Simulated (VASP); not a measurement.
Here is a VASP 6.6.1 calculation.

File POSCAR:

```
ZnFe
1.0
    2.6857664122      0.0000000000      0.0000000000
    0.0000000000      2.6857664122      0.0000000000
    0.0000000000      0.0000000000      4.0896733106
Zn Fe
1 1
Direct
    0.5000000000      0.5000000000      0.5000000000
    0.0000000000      0.0000000000      0.0000000000
```

INCAR.step1

```
  PREC = Accurate
  ENCUT = 520
  ISMEAR = -1
  SIGMA = 0.08
  LREAL = F
  LASPH = T
  NELM = 150
  ISPIN = 2
  MAGMOM = 0 3
  LMAXMIX = 4
  NBANDS = 21
  GGA = PE
  ALGO = Normal
  EDIFF = 1E-4
  LWAVE = T
  LCHARG = F
```

Contents of INCAR.step2:

```
  PREC = Accurate
  ENCUT = 520
  EDIFF = 1E-6
  ISMEAR = -1
  SIGMA = 0.08
  LREAL = F
  LASPH = T
  NELM = 150
  ALGO = Normal
  ISIF = 2
  LWAVE = F
  LCHARG = F
  ISPIN = 2
  MAGMOM = 0 3
  LORBIT = 11
  LMAXMIX = 4
  METAGGA = R2SCAN
  LMIXTAU = T
  NBANDS = 21
  ISTART = 1
```

The input KPOINTS:

```
regular mesh
0
Gamma
  11 11 8
```

Potentials or basis: VASP PAW PBE potentials, release 64 (Zn, Fe).

Launch:

```bash
$ cat potpaw_PBE.64/Zn/POTCAR potpaw_PBE.64/Fe/POTCAR > POTCAR
$ cp INCAR.step1 INCAR
$ mpirun -np 1 vasp_std > vasp.out
$ cp INCAR.step2 INCAR
$ mpirun -np 1 vasp_std > vasp.out
```

Q: What does it give for the site moments?

A: Zn -0.10; Fe +3.00 μB.

Q: Predict the net moment.

A: 2.77 μB per cell.

Q: Estimate the pressure.

A: -14.5 GPa.

Stress tensor (GPa, compression positive):
```
-14.62   0.00   0.00
  0.00 -14.62   0.00
  0.00   0.00 -14.25
```

Caveat: the cell stands under tension; the PAW data sets were made with another functional, which shifts forces and pressure a little.
